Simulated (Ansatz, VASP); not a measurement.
**NaF in VASP and in Ansatz**

```xyz
4
Lattice="0.0000 3.1873 5.7145 1.6446 0.0000 5.7145 1.6446 3.1873 0.0000" Properties=species:S:1:pos:R:3 pbc="T T T"
Na    1.6446    3.1873    2.0938
Na    0.8223    1.5936    4.9510
F     1.6446    3.1873    9.3352
F     0.8223    1.5936    0.7635
```

Alike in both runs: functional PBE; k mesh 6 × 6 × 6; occupations gaussian, width 0.1 eV; no spin polarisation.

Ansatz relaxed the structure, and its values are those at the end. VASP's run is a single point on that final structure, the one shown.

|  | VASP | Ansatz |
| --- | --- | --- |
| version | VASP 6.6.1 | Ansatz 0.2.0 |
| potentials or method | VASP PAW PBE potentials, release 64 (Na_pv, F), cutoff 520 eV | scalar-relativistic, plane waves, PAW |
| valence electrons in the cell | 28 | 32 |

|  | VASP | Ansatz | Ansatz less VASP |
| --- | --- | --- | --- |
| gap on the k mesh at the Fermi level (eV) | 5.39 | 5.41 | +0.014 |
| least direct gap on the mesh (eV) | 5.39 | 5.41 | +0.014 |
| pressure (GPa) | 0.2 | 0.2 | +0.03 |

With one functional, cell and mesh, what is left measures potentials, basis and numerics. VASP's potentials hold 28 valence electrons a cell and Ansatz's 32, so a difference there can come from the potentials and not from the codes.
